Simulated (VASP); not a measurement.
# Pb (Fd-3m) in VASP: single point with PBE

Aim: the single point of Pb with PBE.

Everything below comes from runs of VASP 6.6.1. Logs are shortened: lines on timing, memory, paths and dates and some standing lists are left out, and cuts for length are marked.

### 1 The cell of the first run

It takes space group Fd-3m (No. 227, cubic). The conventional cell has a = 6.870 Å, b = 6.870 Å, c = 6.870 Å, α = 90.00°, β = 90.00°, γ = 90.00°. Within 3.9 Å of Pb (site symmetry -43m) lie 4 Pb at 2.97 Å.

### 2 Single point, PBE (Sn replaced by Pb, lengths x 1.030, strained)

Input file INCAR:

```
SYSTEM = Pb
  PREC = Accurate
  ENCUT = 520
  EDIFF = 1E-6
  ISMEAR = 0
  SIGMA = 0.1
  LREAL = .False.
  LASPH = .True.
  NELM = 60
  ALGO = Normal
  ISIF = 2
  LWAVE = .False.
  LCHARG = .False.
  GGA = PE
  NBANDS = 21
```

Input file KPOINTS:

```
Automatic mesh
0
Gamma
  10 10 10
  0 0 0
```

Input file POSCAR:

```
Pb
1.0
    0.0000000000      3.4349506390      3.4349506390
    3.4349506390      0.0000000000      3.4349506390
    3.4349506390      3.4349506390      0.0000000000
Pb
2
Direct
    0.5000000000      0.5000000000      0.5000000000
    0.7500000000      0.7500000000      0.7500000000
```

Potentials or basis: VASP PAW PBE potentials, release 64 (Pb_d).

On the command line:

```bash
> cat potpaw_PBE.64/Pb_d/POTCAR > POTCAR
> mpirun -np 1 vasp_std > vasp.out
```

OUTCAR:

```text
SYSTEM = Pb
   PREC = Accurate
   ENCUT = 520
   EDIFF = 1E-6
   ISMEAR = 0
   LREAL = .False.
   LASPH = .True.
   NELM = 60
   ISIF = 2
   GGA = PE

 ion  position               nearest neighbor table
   1  0.500  0.500  0.500-   2 2.97   2 2.97   2 2.97   2 2.97
   2  0.750  0.750  0.750-   1 2.97   1 2.97   1 2.97   1 2.97

  LATTYP: Found a face centered cubic cell.
 ALAT       =     6.8699012780

  Lattice vectors:

 A1 = (   0.0000000000,   3.4349506390,   3.4349506390)
 A2 = (   3.4349506390,   0.0000000000,   3.4349506390)
 A3 = (   3.4349506390,   3.4349506390,   0.0000000000)

Analysis of symmetry for initial positions (statically):
=====================================================================
 Subroutine PRICEL returns:
 Original cell was already a primitive cell.

 Routine SETGRP: Setting up the symmetry group for a
 face centered cubic supercell.

 Subroutine GETGRP returns: Found 48 space group operations
 (whereof 24 operations were pure point group operations)
 out of a pool of 48 trial point group operations.

The static configuration has the point symmetry T_d .
 The point group associated with its full space group is O_h .

Analysis of symmetry for dynamics (positions and initial velocities):
=====================================================================
 Subroutine PRICEL returns:
 Original cell was already a primitive cell.

 Routine SETGRP: Setting up the symmetry group for a
 face centered cubic supercell.

 Subroutine GETGRP returns: Found 48 space group operations
 (whereof 24 operations were pure point group operations)
 out of a pool of 48 trial point group operations.

The dynamic configuration has the point symmetry T_d .
 The point group associated with its full space group is O_h .

 Subroutine INISYM returns: Found 48 space group operations
 (whereof 24 operations are pure point group operations),
 and found     1 'primitive' translations

----------------------------------------------------------------------------------------

                                     Primitive cell

  volume of cell :      81.0572

  direct lattice vectors                    reciprocal lattice vectors
     0.000000000  3.434950639  3.434950639    -0.145562499  0.145562499  0.145562499
     3.434950639  0.000000000  3.434950639     0.145562499 -0.145562499  0.145562499
     3.434950639  3.434950639  0.000000000     0.145562499  0.145562499 -0.145562499

  length of vectors
     4.857753780  4.857753780  4.857753780     0.252121644  0.252121644  0.252121644

  position of ions in fractional coordinates (direct lattice)
     0.500000000  0.500000000  0.500000000
     0.750000000  0.750000000  0.750000000

  ion indices of the primitive-cell ions
   primitive index   ion index
                 1           1
                 2           2

----------------------------------------------------------------------------------------

 KPOINTS: Automatic mesh

Automatic generation of k-mesh.
 Grid dimensions read from file:
 generate k-points for:   10   10   10

 Generating k-lattice:

  Cartesian coordinates                     Fractional coordinates (reciprocal lattice)
    -0.014556250  0.014556250  0.014556250     0.100000000  0.000000000  0.000000000
     0.014556250 -0.014556250  0.014556250     0.000000000  0.100000000  0.000000000
     0.014556250  0.014556250 -0.014556250     0.000000000  0.000000000  0.100000000

  Length of vectors
     0.025212164  0.025212164  0.025212164

  Shift w.r.t. Gamma in fractional coordinates (k-lattice)
     0.000000000  0.000000000  0.000000000

 Subroutine IBZKPT returns following result:
 ===========================================

 Found     47 irreducible k-points:

 Following reciprocal coordinates:
            Coordinates               Weight
  0.000000  0.000000  0.000000      1.000000
  0.100000  0.000000  0.000000      8.000000
  0.200000  0.000000  0.000000      8.000000
  0.300000  0.000000  0.000000      8.000000
  0.400000  0.000000  0.000000      8.000000
  0.500000  0.000000  0.000000      4.000000
[... 16 lines left out ...]
  0.300000  0.300000  0.000000      6.000000
  0.400000  0.300000  0.000000     24.000000
 [... further k-points ...]
   k-points           NKPTS =     47   k-points in BZ     NKDIM =     47   number of bands    NBANDS=     21
   number of dos      NEDOS =    301   number of ions     NIONS =      2
   total plane-waves  NPLWV =  46656
   dimension x,y,z NGX =    36 NGY =   36 NGZ =   36
   dimension x,y,z NGXF=    72 NGYF=   72 NGZF=   72
   ions per type =               2
   NGX,Y,Z   is equivalent  to a cutoff of  12.32, 12.32, 12.32 a.u.
   NGXF,Y,Z  is equivalent  to a cutoff of  24.64, 24.64, 24.64 a.u.
 SYSTEM =  Pb
   PREC   = accura    normal or accurate (medium, high low for compatibility)
   ISTART =      0    job   : 0-new  1-cont  2-samecut
   ICHARG =      2    charge: 1-file 2-atom 10-const
   ISPIN  =      1    spin polarized calculation?
   LNONCOLLINEAR =      F non collinear calculations
   LSORBIT =      F    spin-orbit coupling
   LASPH  =      T    aspherical Exc in radial PAW
   ENCUT  =  520.0 eV  38.22 Ry    6.18 a.u.   9.03  9.03  9.03*2*pi/ulx,y,z
   NELM   =     60;   NELMIN=  2; NELMDL= -5     # of ELM steps
   EDIFF  = 0.1E-05   stopping-criterion for ELM
   LREAL  =      F    real-space projection
   EDIFFG = 0.1E-04   stopping-criterion for IOM
   NSW    =      0    number of steps for IOM
   IBRION =     -1    ionic relax: 0-MD 1-quasi-New 2-CG
   NFREE  =      0    steps in history (QN), initial steepest desc. (CG)
   ISIF   =      2    stress and relaxation
   ISYM   =      2    0-nonsym 1-usesym 2-fastsym
   POTIM  = 0.5000    time-step for ionic-motion
   TEBEG  =    0.0;   TEEND  =   0.0 temperature during run
   PSTRESS=    0.0 pullay stress
   NELECT =      28.0000    total number of electrons
   NUPDOWN=      -1.0000    fix difference up-down
   EMIN   =  10.00;   EMAX   =-10.00  energy-range for DOS
   EFERMI =   0.00;   METHOD = LEGACY
   ISMEAR =     0;   SIGMA  =   0.10  broadening in eV -4-tet -1-fermi 0-gaus
   EFERMI_NEDOS =   21; number of points for ismear=-14 and -15
   IALGO  =     38    algorithm
   IMIX   =      4    mixing-type and parameters
     AMIX     =   0.40;   BMIX     =  1.00
     AMIX_MAG =   1.60;   BMIX_MAG =  1.00
  volume/ion in A,a.u.               =      40.53       273.50
  Fermi-wavevector in a.u.,A,eV,Ry     =   1.148675  2.170680 17.952252  1.319453
  Thomas-Fermi vector in A             =   2.285348
   LORBIT       =      0    0 simple, 1 ext, 2 COOP (PROOUT), +10 PAW based schemes
   GGA     = PE    functional components
   LHFCALC =     F    Hartree Fock is set to
   AEXX    =    0.0000 exact exchange contribution
   IVDW    =     0    specifies the selected vdW correction
   LEPSILON=     F    determine dielectric tensor
   LRPA    =     F    only Hartree local field effects (RPA)
 non-spin polarized calculation
 Gauss-broadening in eV      SIGMA  =   0.10
  energy-cutoff  :      520.00
  volume of cell :       81.06
 maximum number of plane-waves:      2200
   NGX = 19   NGY = 19   NGZ = 19

 number of electron      28.0000002 magnetization

 Free energy of the ion-electron system (eV)
  ---------------------------------------------------
  ext. energy  EPLUGINS =         0.00000000
  ---------------------------------------------------
  free energy    TOTEN  =        -6.55806792 eV

  energy without entropy =       -6.55682566  energy(sigma->0) =       -6.55744679

 E-fermi :   4.4153     XC(G=0):  -8.4404

 val. band max:        4.3072559689   @ k =   0.1000   0.1000   0.0000
 cond. band min:       4.5132593594   @ k =  -0.4000   0.1000   0.0000
 fundamental gap:      0.2060033905
 Fermi energy:         4.4152641631

 k-point     1 :       0.0000    0.0000    0.0000
  band No.  band energies     occupation
      1     -12.8317      2.00000
      2     -12.8317      2.00000
      3     -12.8317      2.00000
      4     -12.7547      2.00000
      5     -12.7547      2.00000
      6     -12.3208      2.00000
[... 13 lines left out ...]
     20      12.3720      0.00000
     21      12.3720      0.00000

 k-point     2 :       0.1000    0.0000    0.0000
  band No.  band energies     occupation
      1     -12.8427      2.00000
      2     -12.8427      2.00000
      3     -12.8293      2.00000
      4     -12.7394      2.00000
      5     -12.7394      2.00000
      6     -12.3404      2.00000
[... 13 lines left out ...]
     20      11.8253      0.00000
     21      11.8253      0.00000

 k-point     3 :       0.2000    0.0000    0.0000
  band No.  band energies     occupation
      1     -12.8602      2.00000
      2     -12.8602      2.00000
      3     -12.8232      2.00000
      4     -12.7112      2.00000
      5     -12.7112      2.00000
      6     -12.3662      2.00000
[... 13 lines left out ...]
     20      11.4894      0.00000
     21      11.4894      0.00000

 k-point     4 :       0.3000    0.0000    0.0000
  band No.  band energies     occupation
      1     -12.8727      2.00000
      2     -12.8727      2.00000
      3     -12.8152      2.00000
      4     -12.6874      2.00000
      5     -12.6874      2.00000
      6     -12.3849      2.00000
[... 13 lines left out ...]
     20      11.6645      0.00000
     21      11.6645      0.00000

 k-point     5 :       0.4000    0.0000    0.0000
  band No.  band energies     occupation
      1     -12.8789      2.00000
      2     -12.8789      2.00000
      3     -12.8086      2.00000
      4     -12.6741      2.00000
      5     -12.6741      2.00000
      6     -12.3940      2.00000
[... 13 lines left out ...]
     20      12.2970      0.00000
     21      12.2970      0.00000
[... 382 lines left out ...]
     20      11.5314      0.00000
     21      12.7461      0.00000

 k-point    22 :      -0.2000    0.2000    0.0000
  band No.  band energies     occupation
      1     -12.8897      2.00000
      2     -12.8894      2.00000
      3     -12.7851      2.00000
      4     -12.6898      2.00000
      5     -12.6440      2.00000
      6     -12.4361      2.00000
[... 13 lines left out ...]
     20      11.5805      0.00000
     21      12.1292      0.00000

 k-point    23 :       0.3000    0.3000    0.0000
  band No.  band energies     occupation
      1     -12.8788      2.00000
      2     -12.8788      2.00000
      3     -12.8350      2.00000
      4     -12.6591      2.00000
      5     -12.5796      2.00000
      6     -12.5572      2.00000
[... 13 lines left out ...]
     20      12.4486      0.00000
     21      13.6020      0.00000

 k-point    24 :       0.4000    0.3000    0.0000
  band No.  band energies     occupation
      1     -12.8987      2.00000
      2     -12.8880      2.00000
      3     -12.8039      2.00000
      4     -12.6285      2.00000
      5     -12.5944      2.00000
      6     -12.5453      2.00000
[... 13 lines left out ...]
     20      12.9981      0.00000
     21      13.7944      0.00000

 [... further k-points ...]
[... 5 lines left out ...]
  --------------------------------------------------------------------------------------
  -------------------------------------------------------------------------------------
  Total        1.2217098      1.2217098      1.2217098      0.0000000      0.0000000     -0.0000000
  in kB       24.1483327     24.1483327     24.1483327      0.0000000      0.0000000     -0.0000000
  external PRESSURE =      24.1483327 kB  Pullay stress =       0.0000000 kB

 VOLUME and BASIS-vectors are now :
 -----------------------------------------------------------------------------
  energy-cutoff  :      520.00
  volume of cell :       81.06
      direct lattice vectors                 reciprocal lattice vectors
     0.000000000  3.434950639  3.434950639    -0.145562499  0.145562499  0.145562499
     3.434950639  0.000000000  3.434950639     0.145562499 -0.145562499  0.145562499
     3.434950639  3.434950639  0.000000000     0.145562499  0.145562499 -0.145562499

 POSITION                                       TOTAL-FORCE (eV/Angst)
 -----------------------------------------------------------------------------------
      3.43495      3.43495      3.43495         0.000000      0.000000      0.000000
      5.15243      5.15243      5.15243        -0.000000     -0.000000     -0.000000
 -----------------------------------------------------------------------------------
    total drift:                                0.000000      0.000000      0.000000

  FREE ENERGIE OF THE ION-ELECTRON SYSTEM (eV)
  ---------------------------------------------------
  free  energy   TOTEN  =        -6.5580679229 eV

  energy  without entropy=       -6.5568256561  energy(sigma->0) =       -6.55744679
```

Wall time 33 s (1 thread of Intel Xeon 6975P-C (Granite Rapids), shared host); peak memory 0.22 GiB.

What came out:

- Free energy: -6.5581 eV
- Pressure: 2.4 GPa
- Band gap on the k mesh: zero (band 14 reaches 4.78 eV, above the bottom of band 15 at 3.62 eV)

Caveat: the cell differs from its parent crystal (Sn replaced by Pb, lengths x 1.030, strained); spin-orbit coupling is left out, which moves the levels of the heavy elements.
